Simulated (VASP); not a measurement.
**Se: single point with PBEsol**

Crystal: Se.

```
Se
1.0
     4.36620    0.06549    0.06549
    -2.12638    3.74849    0.02397
     0.07430    0.07430    4.95360
Se
3
Cartesian
  1.0089 0.0395 1.6660
  -0.4298 0.8944 3.3078
  1.7350 2.9543 0.0693
```

This cell differs from its parent crystal: equal xy, yz and zx shear strains of +3 %.

```yaml
Program: VASP 6.6.1
Task: single point
Functional: PBEsol
Potentials_or_basis: VASP PAW PBE potentials, release 64 (Se)
Cutoff: 520 eV
k_mesh: 6 × 6 × 5
Occupations: fermi-dirac, width 0.03 eV
Spin: no spin polarisation
```

```
Pressure               : 0.6 GPa
Largest force          : 0.637 eV/Å
Band gap on the k mesh : 0.97 eV, indirect (least direct gap 1.31 eV)
```

Forces in eV/Å, atoms in the order of the input:
```
Se   0.233 -0.228 -0.460
Se  -0.316  0.549 -0.069
Se   0.083 -0.321  0.530
```

Stress tensor (GPa, compression positive):
```
-0.55 -0.99 -1.95
-0.99  0.69 -1.42
-1.95 -1.42  1.77
```

Levels at points of the mesh, in eV from the valence-band top:
```csv
k point,band 7,band 8,band 9,band 10,band 11,band 12
"(0.00, 0.00, 0.00)",-2.05,-1.98,-0.36,1.63,2.11,2.31
"(0.50, 0.00, 0.00)",-3.00,-1.74,-0.90,2.06,2.43,3.84
"(0.00, 0.50, 0.00)",-2.80,-1.75,-0.90,1.81,2.43,4.34
"(0.50, 0.50, 0.00)",-2.83,-1.78,-0.96,1.74,2.43,4.33
```

Run time: 2.9 min on 1 thread of AMD EPYC 7R43 64-Core Processor (Zen 3), on a shared host, peak memory 0.2 GiB.

Caveat: the cell differs from its parent crystal (equal xy, yz and zx shear strains of +3 %); the PAW data sets were made with another functional, which shifts forces and pressure a little. A k mesh can miss the band edges.
